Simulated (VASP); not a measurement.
Set up this calculation in VASP 6.6.1, as the native input.

| Property | Result |
| --- | --- |
| Task | single point |
| Functional | PBE |
| Potentials or basis | VASP PAW PBE potentials, release 64 (Zn) |
| Cutoff | 520 eV |
| k mesh | 12 × 12 × 12 |
| Occupations | gaussian, width 0.014 eV |
| Spin | no spin polarisation |
| Dipole correction | no |
| Further INCAR settings | ALGO = Normal; EDIFF = 1e-06; NBANDS = 12 |

The structure of Zn lies in POSCAR:

```
Zn
1.0
    0.0000000000      1.9647760000      1.9647760000
    1.9647760000      0.0000000000      1.9647760000
    1.9647760000      1.9647760000      0.0000000000
Zn
1
Direct
    0.0000000000      0.0000000000      0.0000000000
```

The input as run:

INCAR

```
ALGO = Normal
EDIFF = 1E-6
ENCUT = 520
GGA = PE
ISIF = 2
ISMEAR = 0
LASPH = T
LCHARG = F
LREAL = F
LWAVE = F
NBANDS = 12
NELM = 80
PREC = Accurate
SIGMA = 0.014
```

KPOINTS

```
k-points
0
Gamma
  12 12 12
```

Potentials or basis: VASP PAW PBE potentials, release 64 (Zn).

Command:

```sh
$ cat potpaw_PBE.64/Zn/POTCAR > POTCAR
$ mpirun -np 1 vasp_std > vasp.out
```

It gave:

* Pressure: 0.3 GPa
* Band gap on the k mesh: zero (band 6 reaches 5.33 eV, above the bottom of band 7 at 1.70 eV)

Wall time 8.4 s on 1 thread of Intel Xeon 8259CL, with other jobs on the host, peak memory 0.14 GiB.
